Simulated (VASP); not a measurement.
Write the native input for VASP 6.6.1 that does the following.

| Quantity | Value |
| --- | --- |
| Task | single point |
| Functional | PBE |
| Potentials or basis | VASP PAW PBE potentials, release 64 (Si, O, Li_sv) |
| Cutoff | 520 eV |
| k mesh | 2 × 2 × 3 |
| Occupations | gaussian, width 0.02 eV |
| Spin | collinear spin, ferromagnetic start |
| Starting moments | [0.0, 0.0, 0.0, 0.0, 0.0, 0.0, 0.0, 0.0, 0.0, 0.0, 0.0, 0.0, 0.0, 0.0, 0.0, 0.0, 0.0, 0.0, 0.0, 0.0, 0.0, 0.0, 0.0, 0.0, 1.0] μB |
| Dipole correction | no |
| Further INCAR settings | LREAL = Auto; ALGO = Normal; EDIFF = 1e-07; NBANDS = 88 |

The structure of LiSi8O16 (a cell with a defect) lies in POSCAR:

```
LiSi8O16
1.0
   -4.1520000000     -4.1520000000      0.0000000000
    4.1520000000     -4.1520000000      0.0000000000
    0.0000000000      0.0000000000      5.3180000000
Si O Li
8 16 1
Direct
    0.5023017775      0.5060091173     -0.0044263627
    0.0025623480      0.4937901580      0.2416852142
    0.4843493212      0.4825792907      0.4955938855
    0.0025293656      0.4938146909      0.7494603689
   -0.0031859587     -0.0063071507     -0.0044258530
    0.4965477174      0.0059328145      0.2417167372
    0.0147842036      0.0171930128      0.4955921301
    0.4965819000      0.0059108062      0.7494295905
    0.1975681688      0.5156387002     -0.0044062062
    0.0134433221      0.1952162300      0.2381754486
    0.8050170500      0.4919455887     -0.0043881907
   -0.0139579610      0.8026951037      0.2528846325
    0.1925314752      0.5031648066      0.4955642637
    0.0134428238      0.1952271887      0.7529810817
    0.8063099858      0.4692173442      0.4955306638
   -0.0139742472      0.8027105218      0.7382620822
    0.6940779077      0.0077654037     -0.0043866554
    0.5130787303      0.6970138929      0.2529748099
    0.3015610195     -0.0159221879     -0.0044020587
    0.4856651963      0.3045121382      0.2382559177
    0.6927918064      0.0305092626      0.4955286013
    0.5130933354      0.6969989129      0.7381722492
    0.3065584287     -0.0034582805      0.4955602835
    0.4856680119      0.3045016212      0.7529002433
    0.7495904717      0.7498729133      0.4954281228
```

One way to write it, as run:

INCAR

```
PREC = Accurate
ENCUT = 520
EDIFF = 1E-7
ISMEAR = 0
SIGMA = 0.02
LREAL = Auto
LASPH = T
NELM = 150
ALGO = Normal
ISIF = 2
LWAVE = F
LCHARG = F
ISPIN = 2
MAGMOM = 0 0 0 0 0 0 0 0 0 0 0 0 0 0 0 0 0 0 0 0 0 0 0 0 1
LORBIT = 11
GGA = PE
NBANDS = 88
```

KPOINTS

```
regular mesh
0
Gamma
  2 2 3
```

Potentials or basis: VASP PAW PBE potentials, release 64 (Si, O, Li_sv).

Launch:

```bash
$ cat potpaw_PBE.64/Si/POTCAR potpaw_PBE.64/O/POTCAR potpaw_PBE.64/Li_sv/POTCAR > POTCAR
$ mpirun -np 1 vasp_std > vasp.out
```

It gave:

| Property | Result |
| --- | --- |
| Largest force | 0.072 eV/Å |
| Net moment | 0.00 μB per cell |
| Valence electrons inside the program's atomic spheres | Si 1.50, 1.51, 1.54; O 5.26, 5.29, 5.24, 5.25; Li 2.23 |

Caveat: the k points lie up to 0.54 Å⁻¹ apart.

Run time: 6.8 min on 1 thread of Intel(R) Xeon(R) Platinum 8259CL CPU @ 2.50GHz (Skylake/Cascade Lake), with other jobs on the host, peak memory 0.44 GiB.
